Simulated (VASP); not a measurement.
# Ga4SbAs3 (P-43m) in VASP: further runs

Ga4SbAs3 is run at these levels: PBEsol, r2SCAN; tasks: single point.

Program: VASP 6.6.1. These are calculated values, not measurements. Logs are shortened: lines on timing, memory, paths and dates and some standing lists are left out, and cuts for length are marked.

### 1 The cell of the first run

Symmetry: P-43m, No. 215, cubic system. Conventional cell: a = 5.764 Å, b = 5.764 Å, c = 5.764 Å, α = 90.00°, β = 90.00°, γ = 90.00°. Ga (site symmetry 3m) has 3 As at 2.47 Å and 1 Sb at 2.58 Å within 3.3 Å. Sb (site symmetry -43m) has 4 Ga at 2.58 Å within 3.4 Å. As (site symmetry -42m) has 4 Ga at 2.47 Å within 3.3 Å.

### 2 Single point, PBEsol

Input file INCAR:

```
SYSTEM = Ga4SbAs3
PREC = Accurate
ENCUT = 520
EDIFF = 1E-6
ISMEAR = 0
SIGMA = 0.01
LREAL = Auto
LASPH = .True.
NELM = 80
ALGO = Normal
ISIF = 2
LWAVE = .False.
LCHARG = .False.
GGA = PS
NBANDS = 86
```

Input file KPOINTS:

```
regular mesh
0
Gamma
  3 3 3
  0 0 0
```

Input file POSCAR:

```
Ga4SbAs3
1.0
    0.0000000000      5.7639000000      5.7639000000
    5.7639000000      0.0000000000      5.7639000000
    5.7639000000      5.7639000000      0.0000000000
Ga Sb As
8 2 6
Direct
   -0.0041700945     -0.0041700945     -0.0041700945
   -0.0041700945     -0.0041700945      0.5125102834
   -0.0041700945      0.5125102834     -0.0041700945
    0.0125102834      0.4958299055      0.4958299055
    0.5125102834     -0.0041700945     -0.0041700945
    0.4958299055      0.0125102834      0.4958299055
    0.4958299055      0.4958299055      0.0125102834
    0.4958299055      0.4958299055      0.4958299055
    0.1250000000      0.1250000000      0.1250000000
    0.6250000000      0.6250000000      0.6250000000
    0.1250000000      0.1250000000      0.6250000000
    0.1250000000      0.6250000000      0.1250000000
    0.1250000000      0.6250000000      0.6250000000
    0.6250000000      0.1250000000      0.1250000000
    0.6250000000      0.1250000000      0.6250000000
    0.6250000000      0.6250000000      0.1250000000
```

Potentials or basis: VASP PAW PBE potentials, release 64 (Ga_d, Sb, As).

Started as:

```sh
$ cat potpaw_PBE.64/Ga_d/POTCAR potpaw_PBE.64/Sb/POTCAR potpaw_PBE.64/As/POTCAR > POTCAR
$ mpirun -np 1 vasp_std > vasp.out
```

OUTCAR:

```text
SYSTEM = Ga4SbAs3
   PREC = Accurate
   ENCUT = 520
   EDIFF = 1E-6
   ISMEAR = 0
   LREAL = Auto
   LASPH = .True.
   NELM = 80
   ISIF = 2
   GGA = PS

 ion  position               nearest neighbor table
   1  0.996  0.996  0.996-  11 2.47  12 2.47  14 2.47   9 2.58
   2  0.996  0.996  0.513-  13 2.47  15 2.47  11 2.47   9 2.58
   3  0.996  0.513  0.996-  13 2.47  16 2.47  12 2.47   9 2.58
   4  0.013  0.496  0.496-  11 2.47  12 2.47  13 2.47  10 2.58
   5  0.513  0.996  0.996-  15 2.47  16 2.47  14 2.47   9 2.58
   6  0.496  0.013  0.496-  11 2.47  14 2.47  15 2.47  10 2.58
[... 8 lines left out ...]
  15  0.625  0.125  0.625-   2 2.47   5 2.47   8 2.47   6 2.47
  16  0.625  0.625  0.125-   3 2.47   5 2.47   8 2.47   7 2.47

  LATTYP: Found a face centered cubic cell.
 ALAT       =    11.5278000000

  Lattice vectors:

 A1 = (   0.0000000000,   5.7639000000,   5.7639000000)
 A2 = (   5.7639000000,   0.0000000000,   5.7639000000)
 A3 = (   5.7639000000,   5.7639000000,   0.0000000000)

Analysis of symmetry for initial positions (statically):
=====================================================================
 Subroutine PRICEL returns following result:

  LATTYP: Found a simple cubic cell.
 ALAT       =     5.7639000000

  Lattice vectors:

 A1 = (  -5.7639000000,   0.0000000000,   0.0000000000)
 A2 = (   0.0000000000,   0.0000000000,   5.7639000000)
 A3 = (   0.0000000000,   5.7639000000,   0.0000000000)

   2 primitive cells build up your supercell.

 Routine SETGRP: Setting up the symmetry group for a
 face centered cubic supercell.

 Subroutine GETGRP returns: Found 24 space group operations
 (whereof  6 operations were pure point group operations)
 out of a pool of 48 trial point group operations.

The static configuration has the point symmetry C_3v.
 The point group associated with its full space group is T_d .

Analysis of symmetry for dynamics (positions and initial velocities):
=====================================================================
 Subroutine PRICEL returns following result:

  LATTYP: Found a simple cubic cell.
 ALAT       =     5.7639000000

  Lattice vectors:

 A1 = (  -5.7639000000,   0.0000000000,   0.0000000000)
 A2 = (   0.0000000000,   0.0000000000,   5.7639000000)
 A3 = (   0.0000000000,   5.7639000000,   0.0000000000)

   2 primitive cells build up your supercell.

 Routine SETGRP: Setting up the symmetry group for a
 face centered cubic supercell.

 Subroutine GETGRP returns: Found 24 space group operations
 (whereof  6 operations were pure point group operations)
 out of a pool of 48 trial point group operations.

The dynamic configuration has the point symmetry C_3v.
 The point group associated with its full space group is T_d .

 Subroutine INISYM returns: Found 24 space group operations
 (whereof  6 operations are pure point group operations),
 and found     2 'primitive' translations

----------------------------------------------------------------------------------------

                                     Primitive cell

  volume of cell :     191.4914

  direct lattice vectors                    reciprocal lattice vectors
    -5.763900000  0.000000000  0.000000000    -0.173493641  0.000000000  0.000000000
     0.000000000  0.000000000  5.763900000     0.000000000  0.000000000  0.173493641
     0.000000000  5.763900000  0.000000000     0.000000000  0.173493641  0.000000000

  length of vectors
     5.763900000  5.763900000  5.763900000     0.173493641  0.173493641  0.173493641

  position of ions in fractional coordinates (direct lattice)
     0.008340189  0.991659811  0.991659811
     0.491659811  0.991659811  0.508340189
     0.491659811  0.508340189  0.991659811
     0.008340189  0.508340189  0.508340189
     0.750000000  0.250000000  0.250000000
     0.250000000  0.250000000  0.750000000
     0.250000000  0.750000000  0.250000000
     0.750000000  0.750000000  0.750000000

  ion indices of the primitive-cell ions
   primitive index   ion index
                 1           1
                 2           2
                 3           3
                 4           5
                 5           9
                 6          11
                 7          12
                 8          14

----------------------------------------------------------------------------------------

 KPOINTS: regular mesh

Automatic generation of k-mesh.
 Grid dimensions read from file:
 generate k-points for:    3    3    3

 Generating k-lattice:

  Cartesian coordinates                     Fractional coordinates (reciprocal lattice)
    -0.028915607  0.028915607  0.028915607     0.333333333  0.000000000  0.000000000
     0.028915607 -0.028915607  0.028915607     0.000000000  0.333333333  0.000000000
     0.028915607  0.028915607 -0.028915607     0.000000000  0.000000000  0.333333333

  Length of vectors
     0.050083300  0.050083300  0.050083300

  Shift w.r.t. Gamma in fractional coordinates (k-lattice)
     0.000000000  0.000000000  0.000000000

 Subroutine IBZKPT returns following result:
 ===========================================

 Found      4 irreducible k-points:

 Following reciprocal coordinates:
            Coordinates               Weight
  0.000000  0.000000  0.000000      1.000000
  0.333333  0.000000  0.000000      8.000000
  0.333333  0.333333  0.000000      6.000000
 -0.333333  0.333333  0.000000     12.000000
   k-points           NKPTS =      4   k-points in BZ     NKDIM =      4   number of bands    NBANDS=     86
   number of dos      NEDOS =    301   number of ions     NIONS =     16
   total plane-waves  NPLWV = 262144
   dimension x,y,z NGX =    64 NGY =   64 NGZ =   64
   dimension x,y,z NGXF=   128 NGYF=  128 NGZF=  128
   ions per type =               8   2   6
   NGX,Y,Z   is equivalent  to a cutoff of  13.05, 13.05, 13.05 a.u.
   NGXF,Y,Z  is equivalent  to a cutoff of  26.11, 26.11, 26.11 a.u.
 SYSTEM =  Ga4SbAs3
   PREC   = accura    normal or accurate (medium, high low for compatibility)
   ISTART =      0    job   : 0-new  1-cont  2-samecut
   ICHARG =      2    charge: 1-file 2-atom 10-const
   ISPIN  =      1    spin polarized calculation?
   LNONCOLLINEAR =      F non collinear calculations
   LSORBIT =      F    spin-orbit coupling
   LASPH  =      T    aspherical Exc in radial PAW
   ENCUT  =  520.0 eV  38.22 Ry    6.18 a.u.  15.16 15.16 15.16*2*pi/ulx,y,z
   NELM   =     80;   NELMIN=  2; NELMDL= -5     # of ELM steps
   EDIFF  = 0.1E-05   stopping-criterion for ELM
   LREAL  =      T    real-space projection
   EDIFFG = 0.1E-04   stopping-criterion for IOM
   NSW    =      0    number of steps for IOM
   IBRION =     -1    ionic relax: 0-MD 1-quasi-New 2-CG
   NFREE  =      0    steps in history (QN), initial steepest desc. (CG)
   ISIF   =      2    stress and relaxation
   ISYM   =      2    0-nonsym 1-usesym 2-fastsym
   POTIM  = 0.5000    time-step for ionic-motion
   TEBEG  =    0.0;   TEEND  =   0.0 temperature during run
   PSTRESS=    0.0 pullay stress
   NELECT =     144.0000    total number of electrons
   NUPDOWN=      -1.0000    fix difference up-down
   EMIN   =  10.00;   EMAX   =-10.00  energy-range for DOS
   EFERMI =   0.00;   METHOD = LEGACY
   ISMEAR =     0;   SIGMA  =   0.01  broadening in eV -4-tet -1-fermi 0-gaus
   EFERMI_NEDOS =   21; number of points for ismear=-14 and -15
   IALGO  =     38    algorithm
   IMIX   =      4    mixing-type and parameters
     AMIX     =   0.40;   BMIX     =  1.00
     AMIX_MAG =   1.60;   BMIX_MAG =  1.00
  volume/ion in A,a.u.               =      23.94       161.53
  Fermi-wavevector in a.u.,A,eV,Ry     =   1.181597  2.232894 18.996053  1.396170
  Thomas-Fermi vector in A             =   2.317867
   LORBIT       =      0    0 simple, 1 ext, 2 COOP (PROOUT), +10 PAW based schemes
   GGA     = PS    functional components
   LHFCALC =     F    Hartree Fock is set to
   AEXX    =    0.0000 exact exchange contribution
   IVDW    =     0    specifies the selected vdW correction
   LEPSILON=     F    determine dielectric tensor
   LRPA    =     F    only Hartree local field effects (RPA)
 non-spin polarized calculation
 Gauss-broadening in eV      SIGMA  =   0.01
  energy-cutoff  :      520.00
  volume of cell :      382.98
 maximum number of plane-waves:     10369
 NGX is ok and might be reduce to    64
   NGX = 31   NGY = 31   NGZ = 31

 number of electron     144.0000050 magnetization

 Free energy of the ion-electron system (eV)
  ---------------------------------------------------
  ext. energy  EPLUGINS =         0.00000000
  ---------------------------------------------------
  free energy    TOTEN  =       -70.23200886 eV

  energy without entropy =      -70.23164620  energy(sigma->0) =      -70.23182753

 E-fermi :   4.1975     XC(G=0):  -9.6559

 val. band max:        4.1871224965   @ k =   0.0000   0.0000   0.0000
 cond. band min:       4.2032343168   @ k =   0.0000   0.0000   0.0000
 fundamental gap:      0.0161118203
 Fermi energy:         4.1975468603

 k-point     1 :       0.0000    0.0000    0.0000
  band No.  band energies     occupation
      1     -10.8225      2.00000
      2     -10.8225      2.00000
      3     -10.8042      2.00000
      4     -10.7959      2.00000
      5     -10.7959      2.00000
      6     -10.7959      2.00000
[... 76 lines left out ...]
     83       5.6277      0.00000
     84       7.5885      0.00000

 k-point     2 :       0.3333    0.0000    0.0000
  band No.  band energies     occupation
      1     -10.8137      2.00000
      2     -10.8137      2.00000
      3     -10.7999      2.00000
      4     -10.7999      2.00000
      5     -10.7955      2.00000
      6     -10.7891      2.00000
[... 76 lines left out ...]
     83       7.2009      0.00000
     84       8.1465      0.00000

 k-point     3 :       0.3333    0.3333    0.0000
  band No.  band energies     occupation
      1     -10.8156      2.00000
      2     -10.8080      2.00000
      3     -10.7949      2.00000
      4     -10.7943      2.00000
      5     -10.7943      2.00000
      6     -10.7925      2.00000
[... 76 lines left out ...]
     83       7.2658      0.00000
     84       7.6582      0.00000

 k-point     4 :      -0.3333    0.3333    0.0000
  band No.  band energies     occupation
      1     -10.8082      2.00000
      2     -10.8063      2.00000
      3     -10.8010      2.00000
      4     -10.7985      2.00000
      5     -10.7881      2.00000
      6     -10.7860      2.00000
[... 76 lines left out ...]
     83       7.7654      0.00000
     84       7.8052      0.00000
 [bands above 84 left out]

------------------------ aborting loop because EDIFF is reached ----------------------------------------

  FORCE on cell =-STRESS in cart. coord.  units (eV):
  Direction    XX          YY          ZZ          XY          YZ          ZX
  --------------------------------------------------------------------------------------
  -------------------------------------------------------------------------------------
  Total        1.2579673      1.2579673      1.2579673     -0.0000000     -0.0000000      0.0000000
  in kB        5.2626031      5.2626031      5.2626031     -0.0000000     -0.0000000      0.0000000
  external PRESSURE =       5.2626031 kB  Pullay stress =       0.0000000 kB

 VOLUME and BASIS-vectors are now :
 -----------------------------------------------------------------------------
  energy-cutoff  :      520.00
  volume of cell :      382.98
      direct lattice vectors                 reciprocal lattice vectors
     0.000000000  5.763900000  5.763900000    -0.086746821  0.086746821  0.086746821
     5.763900000  0.000000000  5.763900000     0.086746821 -0.086746821  0.086746821
     5.763900000  5.763900000  0.000000000     0.086746821  0.086746821 -0.086746821

 POSITION                                       TOTAL-FORCE (eV/Angst)
 -----------------------------------------------------------------------------------
     11.47973     11.47973     11.47973        -0.001253     -0.001253     -0.001253
      8.69392      8.69392     11.47973         0.001253      0.001253     -0.001253
      8.69392     11.47973      8.69392         0.001253     -0.001253      0.001253
      5.71583      2.93002      2.93002        -0.001253      0.001253      0.001253
     11.47973      8.69392      8.69392        -0.001253      0.001253      0.001253
      2.93002      5.71583      2.93002         0.001253     -0.001253      0.001253
[... 8 lines left out ...]
      4.32292      7.20487      4.32292         0.000000      0.000000      0.000000
      4.32292      4.32292      7.20487         0.000000      0.000000      0.000000
 -----------------------------------------------------------------------------------
    total drift:                                0.000009      0.000009      0.000009

  FREE ENERGIE OF THE ION-ELECTRON SYSTEM (eV)
  ---------------------------------------------------
  free  energy   TOTEN  =       -70.2320088560 eV

  energy  without entropy=      -70.2316461982  energy(sigma->0) =      -70.23182753
```

Run time: 6.3 min. Hardware: 1 thread of Intel Xeon Platinum 8488C (Sapphire Rapids), shared host; peak memory 0.58 GiB.

Results:

* Free energy: -70.2320 eV
* Pressure: 0.5 GPa
* Band gap on the k mesh: 0.02 eV

Forces in eV/Å, atoms in the order of the input:
```
Ga  -0.001 -0.001 -0.001
Ga   0.001  0.001 -0.001
Ga   0.001 -0.001  0.001
Ga  -0.001  0.001  0.001
Ga  -0.001  0.001  0.001
Ga   0.001 -0.001  0.001
Ga   0.001  0.001 -0.001
Ga  -0.001 -0.001 -0.001
Sb   0.000  0.000  0.000
Sb   0.000  0.000  0.000
As   0.000  0.000  0.000
As   0.000  0.000  0.000
As   0.000  0.000  0.000
As   0.000  0.000  0.000
As   0.000  0.000  0.000
As   0.000  0.000  0.000
```

Levels at points of the mesh, in eV from the valence-band top:
```tsv
k point	band 68	band 69	band 70	band 71	band 72	band 73	band 74	band 75	band 76	band 77
(0.00, 0.00, 0.00)	-0.81	-0.81	0.00	0.00	0.00	0.02	0.48	0.48	0.48	1.29
```

Caveat: the PAW data sets were made with another functional, which shifts forces and pressure a little; spin-orbit coupling is left out, which moves the levels of the heavy elements.

### 3 Single point, r2SCAN

POSCAR is that of step 2.

Input file INCAR.step1:

```
SYSTEM = Ga4SbAs3
ALGO = Normal
EDIFF = 1E-4
ENCUT = 520
GGA = PE
ISMEAR = 0
LASPH = .TRUE.
LCHARG = .FALSE.
LREAL = Auto
LWAVE = .TRUE.
NBANDS = 86
NELM = 80
PREC = Accurate
SIGMA = 0.01
```

Input file INCAR.step2:

```
SYSTEM = Ga4SbAs3
ALGO = Normal
EDIFF = 1E-7
ENCUT = 520
ISIF = 2
ISMEAR = 0
ISTART = 1
LASPH = .TRUE.
LCHARG = .FALSE.
LMIXTAU = .TRUE.
LREAL = Auto
LWAVE = .FALSE.
METAGGA = R2SCAN
NBANDS = 86
NELM = 80
PREC = Accurate
SIGMA = 0.01
```

Input file KPOINTS:

```
k-points
0
G
  3 3 3
  0 0 0
```

Potentials or basis: VASP PAW PBE potentials, release 64 (Ga_d, Sb, As).

Started as:

```sh
$ cat potpaw_PBE.64/Ga_d/POTCAR potpaw_PBE.64/Sb/POTCAR potpaw_PBE.64/As/POTCAR > POTCAR
$ cp INCAR.step1 INCAR
$ mpirun -np 1 vasp_std > vasp.out
$ cp INCAR.step2 INCAR
$ mpirun -np 1 vasp_std > vasp.out
```

OUTCAR:

```text
SYSTEM = Ga4SbAs3
   EDIFF = 1E-7
   ENCUT = 520
   ISIF = 2
   ISMEAR = 0
   ISTART = 1
   LASPH = .TRUE.
   LREAL = Auto
   METAGGA = R2SCAN
   NELM = 80
   PREC = Accurate

 ion  position               nearest neighbor table
   1  0.996  0.996  0.996-  11 2.47  12 2.47  14 2.47   9 2.58
   2  0.996  0.996  0.513-  13 2.47  15 2.47  11 2.47   9 2.58
   3  0.996  0.513  0.996-  13 2.47  16 2.47  12 2.47   9 2.58
   4  0.013  0.496  0.496-  11 2.47  12 2.47  13 2.47  10 2.58
   5  0.513  0.996  0.996-  15 2.47  16 2.47  14 2.47   9 2.58
   6  0.496  0.013  0.496-  11 2.47  14 2.47  15 2.47  10 2.58
[... 8 lines left out ...]
  15  0.625  0.125  0.625-   2 2.47   5 2.47   8 2.47   6 2.47
  16  0.625  0.625  0.125-   3 2.47   5 2.47   8 2.47   7 2.47

  LATTYP: Found a face centered cubic cell.
 ALAT       =    11.5278000000

  Lattice vectors:

 A1 = (   0.0000000000,   5.7639000000,   5.7639000000)
 A2 = (   5.7639000000,   0.0000000000,   5.7639000000)
 A3 = (   5.7639000000,   5.7639000000,   0.0000000000)

Analysis of symmetry for initial positions (statically):
=====================================================================
[... 195 lines left out ...]
      1     -11.4061      2.00000
      2     -11.4061      2.00000
      3     -11.3858      2.00000
      4     -11.3781      2.00000
      5     -11.3781      2.00000
      6     -11.3781      2.00000
[... 337 lines left out ...]
     83       8.0870      0.00000
     84       8.1309      0.00000
 [bands above 84 left out]

------------------------ aborting loop because EDIFF is reached ----------------------------------------

  FORCE on cell =-STRESS in cart. coord.  units (eV):
  Direction    XX          YY          ZZ          XY          YZ          ZX
  --------------------------------------------------------------------------------------
  -------------------------------------------------------------------------------------
  Total        2.1227287      2.1227287      2.1227287      0.0000000      0.0000000     -0.0000000
  in kB        8.8802617      8.8802617      8.8802617      0.0000000      0.0000000     -0.0000000
  external PRESSURE =       8.8802617 kB  Pullay stress =       0.0000000 kB

 VOLUME and BASIS-vectors are now :
 -----------------------------------------------------------------------------
  energy-cutoff  :      520.00
  volume of cell :      382.98
      direct lattice vectors                 reciprocal lattice vectors
     0.000000000  5.763900000  5.763900000    -0.086746821  0.086746821  0.086746821
     5.763900000  0.000000000  5.763900000     0.086746821 -0.086746821  0.086746821
     5.763900000  5.763900000  0.000000000     0.086746821  0.086746821 -0.086746821

 POSITION                                       TOTAL-FORCE (eV/Angst)
 -----------------------------------------------------------------------------------
     11.47973     11.47973     11.47973        -0.003056     -0.003056     -0.003056
      8.69392      8.69392     11.47973         0.003056      0.003056     -0.003056
      8.69392     11.47973      8.69392         0.003056     -0.003056      0.003056
      5.71583      2.93002      2.93002        -0.003056      0.003056      0.003056
     11.47973      8.69392      8.69392        -0.003056      0.003056      0.003056
      2.93002      5.71583      2.93002         0.003056     -0.003056      0.003056
[... 8 lines left out ...]
      4.32292      7.20487      4.32292        -0.000000     -0.000000     -0.000000
      4.32292      4.32292      7.20487        -0.000000     -0.000000     -0.000000
 -----------------------------------------------------------------------------------
    total drift:                                0.000044      0.000044      0.000043

  FREE ENERGIE OF THE ION-ELECTRON SYSTEM (eV)
  ---------------------------------------------------
  free  energy   TOTEN  =      -236.8938384186 eV

  energy  without entropy=     -236.8938384186  energy(sigma->0) =     -236.89383842
```

Run time: 21 min. Hardware: 1 thread of Intel Xeon Platinum 8488C (Sapphire Rapids), shared host; peak memory 0.67 GiB.

What came out:

```
Free energy            : -236.8938 eV
Pressure               : 0.9 GPa
Largest force          : 0.005 eV/Å
Band gap on the k mesh : 0.47 eV
```

Forces on the atoms (eV/Å):
```
Ga  -0.003 -0.003 -0.003
Ga   0.003  0.003 -0.003
Ga   0.003 -0.003  0.003
Ga  -0.003  0.003  0.003
Ga  -0.003  0.003  0.003
Ga   0.003 -0.003  0.003
Ga   0.003  0.003 -0.003
Ga  -0.003 -0.003 -0.003
Sb   0.000  0.000  0.000
Sb   0.000  0.000  0.000
As   0.000  0.000  0.000
As   0.000  0.000  0.000
As   0.000  0.000  0.000
As   0.000  0.000  0.000
As   0.000  0.000  0.000
As   0.000  0.000  0.000
```

Levels at points of the mesh, in eV from the valence-band top:
```csv
k point,band 68,band 69,band 70,band 71,band 72,band 73,band 74,band 75,band 76,band 77
"(0.00, 0.00, 0.00)",-0.83,-0.83,0.00,0.00,0.00,0.47,0.87,0.87,0.87,1.65
```

Caveat: the PAW data sets were made with another functional, which shifts forces and pressure a little; spin-orbit coupling is left out, which moves the levels of the heavy elements.
